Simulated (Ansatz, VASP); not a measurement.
**One calculation of V, two programs**

The input INCAR:

```
PREC = Accurate
ENCUT = 520
EDIFF = 1E-7
ISMEAR = -1
SIGMA = 0.1
LREAL = F
LASPH = T
NELM = 80
ALGO = Normal
ISIF = 2
LWAVE = F
LCHARG = F
GGA = RE
NBANDS = 12
```

Contents of KPOINTS:

```
regular mesh
0
Gamma
  24 24 24
```

Contents of POSCAR:

```
V
1.0
   -1.5277407751      1.5277407751      1.5277407751
    1.5277407751     -1.5277407751      1.5277407751
    1.5277407751      1.5277407751     -1.5277407751
V
1
Direct
    0.0000000000      0.0000000000      0.0000000000
```

Input for Ansatz:

```yaml
crystal:
  lattice:
    - [-1.5277407751, 1.5277407751, 1.5277407751]
    - [1.5277407751, -1.5277407751, 1.5277407751]
    - [1.5277407751, 1.5277407751, -1.5277407751]
  atoms:
    - { symbol: V, position: [0.0, 0.0, 0.0] }
hamiltonian:
  xc: revpbe
  pseudopotentials:
    kind: paw
    azcp:
      V: "pseudopotentials/V.paw.azcp"
basis:
  ecutwfc: 420
  fft_grid_basis: typed
kpoints:
  mp_grid: { grid: [24, 24, 24], shift: [0, 0, 0] }
magnetization:
  spin_polarized: false
scf:
  occupations: { method: fermi_dirac, width: 0.1 }
output:
  stress: true
```

Alike in both runs: task single point; functional revPBE; k mesh 24 × 24 × 24; occupations fermi-dirac, width 0.1 eV; no spin polarisation.

|  | VASP | Ansatz |
| --- | --- | --- |
| version | VASP 6.6.1 | Ansatz 0.2.0 |
| potentials or method | VASP PAW PBE potentials, release 64 (V_sv), cutoff 520 eV | plane waves (420 eV) with PAW, scalar-relativistic |
| valence electrons in the cell | 13 | 13 |

```tsv
	VASP	Ansatz	Ansatz less VASP
pressure (GPa)	-6.0	-6.3	-0.21
```

VASP's potentials were made for PBE, not for revPBE. The functional is the same, so the differences come from potentials, cutoffs and numerics.
